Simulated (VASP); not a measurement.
SnTe: single point with PBE

SnTe:

```
Sn Te
1.0
     0.00000    3.15650    3.15650
     3.15650    0.00000    3.15650
     3.15650    3.15650    0.00000
Sn Te
1 1
Direct
  0.00000 0.00000 0.00000
  0.50000 0.50000 0.50560
```

This cell differs from its parent crystal: all Te atoms moved +0.025 Å, as atom 2 along Cartesian [1 1 0].

* Program: VASP 6.6.1
* Task: single point
* Functional: PBE
* Potentials or basis: VASP PAW PBE potentials, release 64 (Sn_d, Te)
* Cutoff: 520 eV
* k mesh: 10 × 10 × 10
* Occupations: gaussian, width 0.03 eV
* Spin: no spin polarisation

```yaml
Pressure: 2.0 GPa
Band_gap_on_the_k_mesh: 0.08 eV, direct
```

Forces on the atoms (eV/Å):
```
Sn   0.002  0.002  0.000
Te  -0.002 -0.002  0.000
```

Levels at points of the mesh, in eV from the valence-band top:
```tsv
k point	band 7	band 8	band 9	band 10	band 11	band 12	band 13	band 14
(0.00, 0.00, 0.00)	-4.71	-2.15	-2.15	-2.15	3.32	3.32	3.32	4.74
(0.50, 0.00, 0.00)	-8.33	-1.81	-1.81	0.00	0.08	0.36	0.36	7.75
(0.00, 0.00, 0.50)	-8.32	-1.82	-1.81	-0.02	0.10	0.36	0.36	7.75
(0.50, 0.50, 0.00)	-6.48	-5.56	-3.74	-3.73	2.18	4.89	4.89	6.33
(0.00, 0.50, 0.50)	-6.49	-5.55	-3.74	-3.74	2.18	4.89	4.89	6.34
```

It took 56 s on 1 thread of Intel(R) Xeon(R) 6975P-C (Granite Rapids), with other jobs on the host, peak memory 0.34 GiB.

Caveat: the cell differs from its parent crystal (all Te atoms moved +0.025 Å, as atom 2 along Cartesian [1 1 0]); spin-orbit coupling is left out, which moves the levels of the heavy elements. A k mesh can miss the band edges.
